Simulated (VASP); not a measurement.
Runs of VASP 6.6.1 on BiCl4F. The structure is that of space group F-43m (No. 216), or close to it. The cells are those of the table. 

| task | cell | k mesh | cutoff (eV) | gap on the mesh (eV) | pressure (GPa) | relaxed volume (Å³/atom) | largest force (eV/Å) |
| --- | --- | --- | --- | --- | --- | --- | --- |
| single point | a = 5.634 Å, angles 60.0°, 6 atoms | 4 × 4 × 4 | 520 | none | -0.3 | - | 0.01 |
| relaxation of cell and atoms | relaxed from a = 6.269 Å, angles 60.0°, 6 atoms | 4 × 4 × 4 | 600 | none | 0.0 | (a) | - |
| single point | a = 6.269 Å, angles 60.0°, 6 atoms | 4 × 4 × 4 | 520 | none | (b) | - | 0.06 |
| single point | a = 5.644 Å, angles 60.0°, 6 atoms | 8 × 8 × 8 | 520 | none | -0.2 | - | 0.01 |
| relaxation of cell and atoms | relaxed from a = 5.634 Å, angles 60.0°, 6 atoms | 8 × 8 × 8 | 600 | none | 0.0 | 21.13 | - |

Alike in all rows: level PBE; potentials or basis VASP PAW PBE potentials, release 64 (Bi_d, Cl, F); no spin polarisation; smearing gaussian 0.1 eV.

Task: Fill in the values left out.

Result: (a) 20.97; (b) -6.5.

Caveats: spin-orbit coupling is left out, which moves the levels of the heavy elements; the volume moved by over 15 % at a fixed basis, so the end points are rough (some runs).

A k mesh can miss the band edges, and the runs leave out spin-orbit coupling on Bi.

A gap of «none» marks levels without a gap at the run's occupations.
